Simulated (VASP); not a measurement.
MoSe:

```
Mo Se
1.0
     0.00000    2.61016    2.61016
     2.61016    0.00000    2.61016
     2.61016    2.61016    0.00000
Mo Se
1 1
Direct
  0.00000 0.00000 0.00000
  0.50000 0.50000 0.50000
```

Base run:

* Program: VASP 6.6.1
* Functional: PBE
* Potentials or basis: VASP PAW PBE potentials, release 64 (Mo_sv, Se)
* Cutoff: 520 eV
* k mesh: 14 × 14 × 14
* Occupations: gaussian, width 0.05 eV
* Spin: collinear spin
* Starting moments: [3.5, 0.0] μB
* Hubbard terms: Mo d U = 4.0 eV

Its results: pressure 21.9 GPa.

Problem. The run is repeated on the same cell with these changes: spin from collinear spin to no spin polarisation; further incar settings from ALGO = Normal; EDIFF = 1e-07; NBANDS = 21 to ALGO = Normal; EDIFF = 1e-06; NBANDS = 17. What comes out?

Solution. Pressure 4.2 GPa.

Caveats: the cell stands under pressure; U without spin polarisation on a metal has little footing (at least some runs).
